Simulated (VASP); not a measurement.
A run of VASP 6.6.1 is set up as follows.

INCAR

```
  PREC = Accurate
  ENCUT = 630
  EDIFF = 1E-7
  ISMEAR = -1
  SIGMA = 0.03
  LREAL = F
  LASPH = T
  NELM = 120
  ALGO = Normal
  ISIF = 3
  LWAVE = F
  LCHARG = F
  GGA = PS
  IBRION = 2
  NSW = 100
  EDIFFG = -0.01
  GGA_COMPAT = F
  NELMIN = 4
```

Contents of KPOINTS:

```
Automatic mesh
0
Gamma
  6 6 4
```

POSCAR

```
CdS
1.0
    3.6358161300      0.0000000000      0.0000000000
   -1.8179080650      3.1487091321      0.0000000000
    0.0000000000      0.0000000000      5.9263802919
Cd S
2 2
Direct
    0.0000000000      0.0000000000      0.0000000000
    0.0000000000      0.0000000000      0.5000000000
    0.3333333333      0.6666666667      0.2500000000
    0.6666666667      0.3333333333      0.7500000000
```

Potentials or basis: VASP PAW PBE potentials, release 64 (Cd_sv_GW, S).

Command:

```sh
$ cat potpaw_PBE.64/Cd_sv_GW/POTCAR potpaw_PBE.64/S/POTCAR > POTCAR
$ mpirun -np 1 vasp_std > vasp.out
```

Problem. What does it give for the relaxed cell?

Solution. a = 3.801 Å, b = 3.801 Å, c = 6.339 Å, α = 90.00°, β = 90.00°, γ = 120.00°.

Problem. Predict the space group after relaxing (to 0.1 Å).

Solution. P6_3/mmc (No. 194).

Final structure:
```
CELL_PARAMETERS angstrom
3.80124 0.00000 0.00000
-1.90062 3.29197 0.00000
0.00000 0.00000 6.33874
ATOMIC_POSITIONS crystal
Cd 0.00000 0.00000 0.00000
Cd 0.00000 0.00000 0.50000
S 0.33333 0.66667 0.25000
S 0.66667 0.33333 0.75000
```
